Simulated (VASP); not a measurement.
# GaN (NiAs type) (P6_3/mmc) in VASP: single point with PBE

Aim: the single point of GaN (NiAs type) with PBE.

Everything below comes from runs of VASP 6.6.1. Logs are shortened: lines on timing, memory, paths and dates and some standing lists are left out, and cuts for length are marked.

## (1) The cell of the first run

The structure is hexagonal, space group P6_3/mmc (No. 194). The conventional cell has a = 2.512 Å, b = 2.512 Å, c = 4.456 Å, α = 90.00°, β = 90.00°, γ = 120.00°. Within 2.4 Å of Ga (site symmetry -3m) lie 6 N at 1.83 Å and 2 Ga at 2.23 Å. N (site symmetry -6m2) has 6 Ga at 1.83 Å within 2.4 Å.

## (2) Single point, PBE

Contents of INCAR:

```
PREC = Accurate
ENCUT = 520
EDIFF = 1E-6
ISMEAR = -1
SIGMA = 0.05
LREAL = F
LASPH = T
NELM = 60
ALGO = Normal
ISIF = 2
LWAVE = F
LCHARG = F
GGA = PE
NBANDS = 26
```

Contents of KPOINTS:

```
regular mesh
0
Gamma
  13 13 7
```

Contents of POSCAR:

```
GaN
1.0
    2.5123029332      0.0000000000      0.0000000000
   -1.2561514666      2.1757181622      0.0000000000
    0.0000000000      0.0000000000      4.4556646788
Ga N
2 2
Direct
    0.0000000000      0.0000000000      0.0000000000
    0.0000000000      0.0000000000      0.5000000000
    0.3333333333      0.6666666667      0.2500000000
    0.6666666667      0.3333333333      0.7500000000
```

Potentials or basis: VASP PAW PBE potentials, release 64 (Ga_d, N).

Run with:

```console
cat potpaw_PBE.64/Ga_d/POTCAR potpaw_PBE.64/N/POTCAR > POTCAR
mpirun -np 1 vasp_std > vasp.out
```

OUTCAR:

```text
PREC = Accurate
   ENCUT = 520
   EDIFF = 1E-6
   ISMEAR = -1
   LREAL = F
   LASPH = T
   NELM = 60
   ISIF = 2
   GGA = PE

 ion  position               nearest neighbor table
   1  0.000  0.000  0.000-   3 1.83   4 1.83   4 1.83   3 1.83   4 1.83   3 1.83   2 2.23   2 2.23

   2  0.000  0.000  0.500-   3 1.83   4 1.83   4 1.83   3 1.83   4 1.83   3 1.83   1 2.23   1 2.23

   3  0.333  0.667  0.250-   1 1.83   2 1.83   1 1.83   2 1.83   1 1.83   2 1.83
   4  0.667  0.333  0.750-   1 1.83   2 1.83   1 1.83   2 1.83   1 1.83   2 1.83

  LATTYP: Found a hexagonal cell.
 ALAT       =     2.5123029332
 C/A-ratio  =     1.7735379838

  Lattice vectors:

 A1 = (   2.5123029332,   0.0000000000,   0.0000000000)
 A2 = (  -1.2561514666,   2.1757181622,   0.0000000000)
 A3 = (   0.0000000000,   0.0000000000,   4.4556646788)

Analysis of symmetry for initial positions (statically):
=====================================================================
 Subroutine PRICEL returns:
 Original cell was already a primitive cell.

 Routine SETGRP: Setting up the symmetry group for a
 hexagonal supercell.

 Subroutine GETGRP returns: Found 24 space group operations
 (whereof 12 operations were pure point group operations)
 out of a pool of 24 trial point group operations.

The static configuration has the point symmetry D_3d.
 The point group associated with its full space group is D_6h.

Analysis of symmetry for dynamics (positions and initial velocities):
=====================================================================
 Subroutine PRICEL returns:
 Original cell was already a primitive cell.

 Routine SETGRP: Setting up the symmetry group for a
 hexagonal supercell.

 Subroutine GETGRP returns: Found 24 space group operations
 (whereof 12 operations were pure point group operations)
 out of a pool of 24 trial point group operations.

The dynamic configuration has the point symmetry D_3d.
 The point group associated with its full space group is D_6h.

 Subroutine INISYM returns: Found 24 space group operations
 (whereof 12 operations are pure point group operations),
 and found     1 'primitive' translations

----------------------------------------------------------------------------------------

                                     Primitive cell

  volume of cell :      24.3549

  direct lattice vectors                    reciprocal lattice vectors
     2.512302933  0.000000000  0.000000000     0.398041170  0.229809177  0.000000000
    -1.256151467  2.175718162  0.000000000     0.000000000  0.459618354  0.000000000
     0.000000000  0.000000000  4.455664679     0.000000000  0.000000000  0.224433406

  length of vectors
     2.512302933  2.512302933  4.455664679     0.459618354  0.459618354  0.224433406

  position of ions in fractional coordinates (direct lattice)
     0.000000000  0.000000000  0.000000000
     0.000000000  0.000000000  0.500000000
     0.333333333  0.666666667  0.250000000
     0.666666667  0.333333333  0.750000000

  ion indices of the primitive-cell ions
   primitive index   ion index
                 1           1
                 2           2
                 3           3
                 4           4

----------------------------------------------------------------------------------------

 KPOINTS: regular mesh

Automatic generation of k-mesh.
 Grid dimensions read from file:
 generate k-points for:   13   13    7

 Generating k-lattice:

  Cartesian coordinates                     Fractional coordinates (reciprocal lattice)
     0.030618552  0.017677629  0.000000000     0.076923077  0.000000000  0.000000000
     0.000000000  0.035355258  0.000000000     0.000000000  0.076923077  0.000000000
     0.000000000  0.000000000  0.032061915     0.000000000  0.000000000  0.142857143

  Length of vectors
     0.035355258  0.035355258  0.032061915

  Shift w.r.t. Gamma in fractional coordinates (k-lattice)
     0.000000000  0.000000000  0.000000000

 Subroutine IBZKPT returns following result:
 ===========================================

 Found     84 irreducible k-points:

 Following reciprocal coordinates:
            Coordinates               Weight
  0.000000  0.000000  0.000000      1.000000
  0.076923 -0.000000  0.000000      6.000000
  0.153846 -0.000000  0.000000      6.000000
  0.230769 -0.000000  0.000000      6.000000
  0.307692 -0.000000  0.000000      6.000000
  0.384615  0.000000  0.000000      6.000000
[... 16 lines left out ...]
  0.076923 -0.000000  0.142857     12.000000
  0.153846 -0.000000  0.142857     12.000000
 [... further k-points ...]
   k-points           NKPTS =     84   k-points in BZ     NKDIM =     84   number of bands    NBANDS=     26
   number of dos      NEDOS =    301   number of ions     NIONS =      4
   total plane-waves  NPLWV =  14400
   dimension x,y,z NGX =    20 NGY =   20 NGZ =   36
   dimension x,y,z NGXF=    40 NGYF=   40 NGZF=   72
   ions per type =               2   2
   NGX,Y,Z   is equivalent  to a cutoff of  13.23, 13.23, 13.43 a.u.
   NGXF,Y,Z  is equivalent  to a cutoff of  26.47, 26.47, 26.86 a.u.
 SYSTEM =  unknown system
   PREC   = accura    normal or accurate (medium, high low for compatibility)
   ISTART =      0    job   : 0-new  1-cont  2-samecut
   ICHARG =      2    charge: 1-file 2-atom 10-const
   ISPIN  =      1    spin polarized calculation?
   LNONCOLLINEAR =      F non collinear calculations
   LSORBIT =      F    spin-orbit coupling
   LASPH  =      T    aspherical Exc in radial PAW
   ENCUT  =  520.0 eV  38.22 Ry    6.18 a.u.   4.67  4.67  8.28*2*pi/ulx,y,z
   NELM   =     60;   NELMIN=  2; NELMDL= -5     # of ELM steps
   EDIFF  = 0.1E-05   stopping-criterion for ELM
   LREAL  =      F    real-space projection
   EDIFFG = 0.1E-04   stopping-criterion for IOM
   NSW    =      0    number of steps for IOM
   IBRION =     -1    ionic relax: 0-MD 1-quasi-New 2-CG
   NFREE  =      0    steps in history (QN), initial steepest desc. (CG)
   ISIF   =      2    stress and relaxation
   ISYM   =      2    0-nonsym 1-usesym 2-fastsym
   POTIM  = 0.5000    time-step for ionic-motion
   TEBEG  =    0.0;   TEEND  =   0.0 temperature during run
   PSTRESS=    0.0 pullay stress
   NELECT =      36.0000    total number of electrons
   NUPDOWN=      -1.0000    fix difference up-down
   EMIN   =  10.00;   EMAX   =-10.00  energy-range for DOS
   EFERMI =   0.00;   METHOD = LEGACY
   ISMEAR =    -1;   SIGMA  =   0.05  broadening in eV -4-tet -1-fermi 0-gaus
   EFERMI_NEDOS =   21; number of points for ismear=-14 and -15
   IALGO  =     38    algorithm
   IMIX   =      4    mixing-type and parameters
     AMIX     =   0.40;   BMIX     =  1.00
     AMIX_MAG =   1.60;   BMIX_MAG =  1.00
  volume/ion in A,a.u.               =       6.09        41.09
  Fermi-wavevector in a.u.,A,eV,Ry     =   1.864862  3.524078 47.317103  3.477709
  Thomas-Fermi vector in A             =   2.911905
   LORBIT       =      0    0 simple, 1 ext, 2 COOP (PROOUT), +10 PAW based schemes
   GGA     = PE    functional components
   LHFCALC =     F    Hartree Fock is set to
   AEXX    =    0.0000 exact exchange contribution
   IVDW    =     0    specifies the selected vdW correction
   LEPSILON=     F    determine dielectric tensor
   LRPA    =     F    only Hartree local field effects (RPA)
 non-spin polarized calculation
  energy-cutoff  :      520.00
  volume of cell :       24.35
 maximum number of plane-waves:       677
 NGX is ok and might be reduce to    20
   NGX =  9   NGY =  9   NGZ = 17

 number of electron      35.9999994 magnetization

 Free energy of the ion-electron system (eV)
  ---------------------------------------------------
  ext. energy  EPLUGINS =         0.00000000
  ---------------------------------------------------
  free energy    TOTEN  =       -12.72535566 eV

  energy without entropy =      -12.72535566  energy(sigma->0) =      -12.72535566

 E-fermi :  16.2635     XC(G=0): -15.7883

 val. band max:       15.2704241219   @ k =   0.0000   0.0000   0.0000
 cond. band min:      19.2292045679   @ k =   0.3077   0.3077   0.0000
 fundamental gap:      3.9587804460
 Fermi energy:        16.2635002271

 k-point     1 :       0.0000    0.0000    0.0000
  band No.  band energies     occupation
      1      -8.1045      2.00000
      2      -3.4210      2.00000
      3      -1.3135      2.00000
      4      -0.8800      2.00000
      5      -0.4608      2.00000
      6      -0.4608      2.00000
[... 18 lines left out ...]
     25      33.1326      0.00000
     26      34.6240      0.00000

 k-point     2 :       0.0769   -0.0000    0.0000
  band No.  band energies     occupation
      1      -7.9428      2.00000
      2      -3.4709      2.00000
      3      -1.1834      2.00000
      4      -0.8621      2.00000
      5      -0.4325      2.00000
      6      -0.3527      2.00000
[... 18 lines left out ...]
     25      31.9160      0.00000
     26      31.9394      0.00000

 k-point     3 :       0.1538   -0.0000    0.0000
  band No.  band energies     occupation
      1      -7.4659      2.00000
      2      -3.5876      2.00000
      3      -0.8420      2.00000
      4      -0.8167      2.00000
      5      -0.3785      2.00000
      6      -0.2309      2.00000
[... 18 lines left out ...]
     25      30.8220      0.00000
     26      31.7089      0.00000

 k-point     4 :       0.2308   -0.0000    0.0000
  band No.  band energies     occupation
      1      -6.7023      2.00000
      2      -3.7090      2.00000
      3      -0.7649      2.00000
      4      -0.5601      2.00000
      5      -0.3703      2.00000
      6      -0.3017      2.00000
[... 18 lines left out ...]
     25      29.8312      0.00000
     26      32.5581      0.00000

 k-point     5 :       0.3077   -0.0000    0.0000
  band No.  band energies     occupation
      1      -5.7258      2.00000
      2      -3.7690      2.00000
      3      -0.7375      2.00000
      4      -0.6367      2.00000
      5      -0.4814      2.00000
      6      -0.4226      2.00000
[... 18 lines left out ...]
     25      29.1891      0.00000
     26      34.2751      0.00000

 k-point     6 :       0.3846    0.0000    0.0000
  band No.  band energies     occupation
      1      -4.7884      2.00000
      2      -3.5863      2.00000
      3      -0.8861      2.00000
      4      -0.7899      2.00000
      5      -0.6657      2.00000
      6      -0.4887      2.00000
[... 427 lines left out ...]
 k-point    21 :       0.3077    0.3077    0.0000
  band No.  band energies     occupation
      1      -3.5628      2.00000
      2      -3.3661      2.00000
      3      -1.1389      2.00000
      4      -0.6109      2.00000
      5      -0.5468      2.00000
      6      -0.2342      2.00000
[... 18 lines left out ...]
     25      29.9295      0.00000
     26      36.0926      0.00000

 k-point    22 :       0.0000    0.0000    0.1429
  band No.  band energies     occupation
      1      -7.9689      2.00000
      2      -3.9832      2.00000
      3      -0.9811      2.00000
      4      -0.8385      2.00000
      5      -0.4223      2.00000
      6      -0.4223      2.00000
[... 18 lines left out ...]
     25      33.4735      0.00000
     26      33.4735      0.00000

 k-point    23 :       0.0769   -0.0000    0.1429
  band No.  band energies     occupation
      1      -7.8088      2.00000
      2      -3.9627      2.00000
      3      -0.9540      2.00000
      4      -0.8188      2.00000
      5      -0.3930      2.00000
      6      -0.3068      2.00000
[... 18 lines left out ...]
     25      31.5944      0.00000
     26      33.0581      0.00000

 k-point    24 :       0.1538   -0.0000    0.1429
  band No.  band energies     occupation
      1      -7.3372      2.00000
      2      -3.9219      2.00000
      3      -0.8055      2.00000
      4      -0.7589      2.00000
      5      -0.3356      2.00000
      6      -0.1990      2.00000
[... 18 lines left out ...]
     25      30.7438      0.00000
     26      31.7425      0.00000

 [... further k-points ...]
[... 5 lines left out ...]
  --------------------------------------------------------------------------------------
  -------------------------------------------------------------------------------------
  Total       44.4295420     44.4295420     44.4825716      0.0000000      0.0000000      0.0000000
  in kB     2922.7742798   2922.7742799   2926.2628016      0.0000000      0.0000000      0.0000000
  external PRESSURE =    2923.9371204 kB  Pullay stress =       0.0000000 kB

 VOLUME and BASIS-vectors are now :
 -----------------------------------------------------------------------------
  energy-cutoff  :      520.00
  volume of cell :       24.35
      direct lattice vectors                 reciprocal lattice vectors
     2.512302933  0.000000000  0.000000000     0.398041170  0.229809177  0.000000000
    -1.256151467  2.175718162  0.000000000     0.000000000  0.459618354  0.000000000
     0.000000000  0.000000000  4.455664679     0.000000000  0.000000000  0.224433406

 POSITION                                       TOTAL-FORCE (eV/Angst)
 -----------------------------------------------------------------------------------
      0.00000      0.00000      0.00000         0.000000      0.000000     -0.000000
      0.00000      0.00000      2.22783         0.000000      0.000000     -0.000000
     -0.00000      1.45048      1.11392         0.000000     -0.000000     -0.000000
      1.25615      0.72524      3.34175        -0.000000      0.000000      0.000000
 -----------------------------------------------------------------------------------
    total drift:                               -0.000000      0.000000      0.000000

  FREE ENERGIE OF THE ION-ELECTRON SYSTEM (eV)
  ---------------------------------------------------
  free  energy   TOTEN  =       -12.7253556594 eV

  energy  without entropy=      -12.7253556593  energy(sigma->0) =      -12.72535566
```

It took 50 s on 1 thread of Intel Xeon Platinum 8375C at 2.90GHz (Ice Lake), shared host; peak memory 0.17 GiB.

What came out:

```yaml
Free_energy: -12.7254 eV
Pressure: 292.4 GPa
Band_gap_on_the_k_mesh: 3.96 eV, indirect (least direct gap 5.82 eV)
```

Stress tensor (GPa, compression positive):
```
292.28   0.00   0.00
  0.00 292.28   0.00
  0.00   0.00 292.63
```

A k mesh can miss the band edges. As with any semilocal functional, this PBE gap is likely too small.
